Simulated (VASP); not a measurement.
Input of a VASP 6.6.1 run:

Contents of INCAR:

```
SYSTEM = C
PREC = Accurate
ENCUT = 520
EDIFF = 1E-7
ISMEAR = -1
SIGMA = 0.05
LREAL = .FALSE.
LASPH = .TRUE.
NELM = 80
ALGO = Normal
ISIF = 2
LWAVE = .FALSE.
LCHARG = .TRUE.
GGA = PE
IVDW = 12
LELF = .TRUE.
LVHAR = .TRUE.
NBANDS = 11
```

Contents of KPOINTS:

```
Automatic mesh
0
G
  13 13 13
  0 0 0
```

Contents of POSCAR:

```
C
1.0
    0.0000000000      1.8068380860      1.8068380860
    1.8068380860      0.0000000000      1.8068380860
    1.8068380860      1.8068380860      0.0000000000
C
2
Direct
    0.7500000000      0.7500000000      0.7500000000
    0.5000000000      0.5000000000      0.5000000000
```

Potentials or basis: VASP PAW PBE potentials, release 64 (C).

The run is started by

```sh
$ cat potpaw_PBE.64/C/POTCAR > POTCAR
$ mpirun -np 1 vasp_std > vasp.out
```

Predict the dispersion energy per atom.

-0.184 eV.

Estimate the band gap on the k mesh.

4.06 eV, indirect (least direct gap 5.48 eV).

Predict the pressure.

-18.7 GPa.

A k mesh can miss the band edges. Expect the measured gap to be larger: semilocal functionals such as PBE lack the derivative discontinuity.
